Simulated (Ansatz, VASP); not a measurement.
# One calculation of Ta3N, two programs

```
Ta N
1.0
     2.97032    0.00000    0.00000
    -1.48516    2.57238    0.00000
     0.00000    0.00000    7.37054
Ta N
3 1
Direct
  0.66667 0.33333 0.82607
  0.33333 0.66667 0.17393
  0.00000 0.00000 0.50000
  0.00000 0.00000 0.00000
```

Alike in both runs: task single point; functional r2SCAN; k mesh 10 × 10 × 4; occupations fermi-dirac, width 0.05 eV; no spin polarisation.

```csv
,VASP,Ansatz
version,VASP 6.6.1,Ansatz 0.2.0
potentials or method,"VASP PAW PBE potentials, release 64 (Ta_pv, N)",Ansatz PAW
plane-wave cutoff (eV),520,500
valence electrons in the cell,38,44
```

|  | VASP | Ansatz | Ansatz less VASP |
| --- | --- | --- | --- |
| gap on the k mesh at the Fermi level (eV) | none | none | - |
| pressure (GPa) | 14.5 | 13.3 | -1.14 |
| traceless stress, the component that is largest in VASP (GPa) | 1.93 | 1.95 | +0.017 |
| rms of the force components (eV/Å) | 0.173 | 0.141 | -0.0320 |

VASP's potentials were made for PBE, not for r2SCAN. Atom by atom the forces differ by 0.032 eV/Å (rms over components). A gap of «none» marks a metal or a gap that the smearing closes. VASP's potentials hold 38 valence electrons a cell and Ansatz's 44, so a difference there can come from the potentials and not from the codes.

Spin-orbit coupling is off throughout.
